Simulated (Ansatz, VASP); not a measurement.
One calculation of LiH, two programs

```xyz
2
Lattice="0.0000 2.1951 2.1138 2.1951 0.0000 2.1138 2.1951 2.1951 0.0000" Properties=species:S:1:pos:R:3 pbc="T T T"
Li    0.0000    0.0000    0.0000
H     2.1951    2.1951    2.1138
```

Change from the starting cell: strain +0.080 along x and y, +0.040 along z, atoms carried along.

Alike in both runs: task single point; functional LDA; k mesh 10 × 10 × 10; occupations gaussian, width 0.05 eV; no spin polarisation.

|  | VASP | Ansatz |
| --- | --- | --- |
| version | VASP 6.6.1 | Ansatz 0.2.0 |
| potentials or method | VASP PAW LDA potentials, release 64 (Li_sv, H), cutoff 520 eV | scalar-relativistic, plane waves, PAW |
| valence electrons in the cell | 4 | 4 |

|  | VASP | Ansatz | Ansatz less VASP |
| --- | --- | --- | --- |
| gap on the k mesh at the Fermi level (eV) | 2.46 | 2.47 | +0.006 |
| least direct gap on the mesh (eV) | 2.73 | 2.73 | +0.006 |

LDA's correlation is that of Perdew and Zunger in VASP and of Perdew and Wang (1992) in Ansatz.

Noted on VASP's run: the cutoff is short for stress, so the pressure is rough.
